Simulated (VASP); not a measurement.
Wanted: the native input for a VASP 6.6.1 run.

| Quantity | Value |
| --- | --- |
| Task | single point |
| Functional | PBE |
| Potentials or basis | VASP PAW PBE potentials, release 64 (Co, Pd, O) |
| Cutoff | 520 eV |
| k mesh | 12 × 12 × 2 |
| Occupations | gaussian, width 0.1 eV |
| Spin | no spin polarisation |
| Hubbard terms | Co d U = 3.32 eV |
| Dipole correction | no |
| Further INCAR settings | ALGO = Normal; EDIFF = 1e-07; NBANDS = 58 |

The structure of CoPdO2 lies in POSCAR:

```
CoPdO2
1.0
    2.9234939785      0.0000000000      0.0000000000
   -1.4617469892      2.5318200532      0.0000000000
    0.0000000000      0.0000000000     17.6192613449
Co Pd O
3 3 6
Direct
    0.6666666667      0.3333333333      0.8333333333
    0.3333333333      0.6666666667      0.1666666667
    0.0000000000      0.0000000000      0.5000000000
    0.0000000000      0.0000000000      0.0000000000
    0.6666666667      0.3333333333      0.3333333333
    0.3333333333      0.6666666667      0.6666666667
    0.3333333333      0.6666666667      0.7789578370
    0.0000000000      0.0000000000      0.8877088297
    0.0000000000      0.0000000000      0.1122911703
    0.6666666667      0.3333333333      0.2210421630
    0.6666666667      0.3333333333      0.4456245037
    0.3333333333      0.6666666667      0.5543754963
```

This cell differs from its parent crystal: biaxial strain in the a-b plane: +2.0 %.

These files were run (other wordings do the same):

INCAR

```
  PREC = Accurate
  ENCUT = 520
  EDIFF = 1E-7
  ISMEAR = 0
  SIGMA = 0.1
  LREAL = False
  LASPH = True
  NELM = 150
  ALGO = Normal
  ISIF = 2
  LWAVE = False
  LCHARG = False
  LMAXMIX = 4
  LDAU = True
  LDAUTYPE = 2
  LDAUL = 2 -1 -1
  LDAUU = 3.32 0 0
  LDAUJ = 0 0 0
  LDAUPRINT = 1
  GGA = PE
  NBANDS = 58
```

KPOINTS

```
regular mesh
0
Gamma
  12 12 2
```

Potentials or basis: VASP PAW PBE potentials, release 64 (Co, Pd, O).

The run is started by

```bash
$ cat potpaw_PBE.64/Co/POTCAR potpaw_PBE.64/Pd/POTCAR potpaw_PBE.64/O/POTCAR > POTCAR
$ mpirun -np 1 vasp_std > vasp.out
```

Results of the run:

The pressure is -4.6 GPa and the largest force is 0.482 eV/Å. The band gap on the k mesh is zero (an odd number of electrons rules out a gap without spin polarisation).

Caveat: the cell differs from its parent crystal (biaxial strain in the a-b plane: +2.0 %); the stress differs along the axes, from -8 to 3 GPa; an odd number of electrons without spin polarisation forces a metal; a magnetic or distorted state may lie lower; the run has no spin polarisation, though such a crystal can be magnetic; U without spin polarisation on a metal has little footing.

Wall time 15 min on 1 thread of Intel Xeon 8259CL (shared host), peak memory 0.41 GiB.
